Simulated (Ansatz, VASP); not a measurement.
One calculation of Ag, two programs

```
CELL_PARAMETERS angstrom
2.75402 0.00000 0.00000
0.00000 2.75402 0.00000
0.00000 0.00000 2.75402
ATOMIC_POSITIONS crystal
Ag 0.50000 0.50000 0.50000
```

Alike in both runs: task relaxation of cell and atoms; functional PBE; k mesh 20 × 20 × 20; occupations gaussian, width 0.1 eV; no spin polarisation.

|  | VASP | Ansatz |
| --- | --- | --- |
| version | VASP 6.6.1 | Ansatz 0.2.0 |
| potentials or method | VASP PAW PBE potentials, release 64 (Ag), cutoff 600 eV | scalar-relativistic, plane waves, PAW |
| valence electrons in the cell | 11 | 19 |

```tsv
	VASP	Ansatz	Ansatz less VASP
gap on the k mesh at the Fermi level, each at its own relaxed structure (eV)	none	none	-
relaxed volume (Å³/atom)	20.76	20.80	+0.036
relaxed cell length with the largest relative difference (Å)	2.748	2.750	+0.0016
```

A gap of «none» marks a metal or a gap that the smearing closes. VASP's potentials hold 11 valence electrons a cell and Ansatz's 19, so a difference there can come from the potentials and not from the codes.
